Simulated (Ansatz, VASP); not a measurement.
Li6CaN2 in VASP and in Ansatz

```
CELL_PARAMETERS angstrom
5.42914 0.00000 0.00000
-2.71457 4.70177 0.00000
0.00000 0.00000 5.12844
ATOMIC_POSITIONS crystal
Li 0.00392 0.50390 0.26217
Li 0.49610 0.50002 0.26217
Li 0.49998 0.99608 0.26217
Li 0.00392 0.50002 0.73783
Li 0.49998 0.50390 0.73783
Li 0.49610 0.99608 0.73783
Ca 0.00000 0.00000 0.00000
N 0.33333 0.66667 0.50000
N 0.66667 0.33333 0.00000
```

Alike in both runs: functional PBE; k mesh 6 × 6 × 4; occupations gaussian, width 0.1 eV; no spin polarisation.

Ansatz relaxed the structure, and its values are those at the end. VASP's run is a single point on that final structure, the one shown.

|  | VASP | Ansatz |
| --- | --- | --- |
| version | VASP 6.6.1 | Ansatz 0.2.0 |
| potentials or method | VASP PAW PBE potentials, release 64 (Li_sv, Ca_sv, N), cutoff 520 eV | scalar-relativistic, plane waves, PAW |
| valence electrons in the cell | 38 | 38 |

Ansatz gave:

| Property | Result |
| --- | --- |
| gap on the k mesh at the Fermi level (eV) | none |
| rms of the force components (eV/Å) | 0.010 |

**Question.** Estimate VASP's values.

**Answer.** gap on the k mesh at the Fermi level (eV): none; rms of the force components (eV/Å): 0.014.

A gap of «none» marks a metal or a gap that the smearing closes. With one functional, cell and mesh, what is left measures potentials, basis and numerics.

Noted on VASP's run: the cutoff is short for stress, so the pressure is rough.
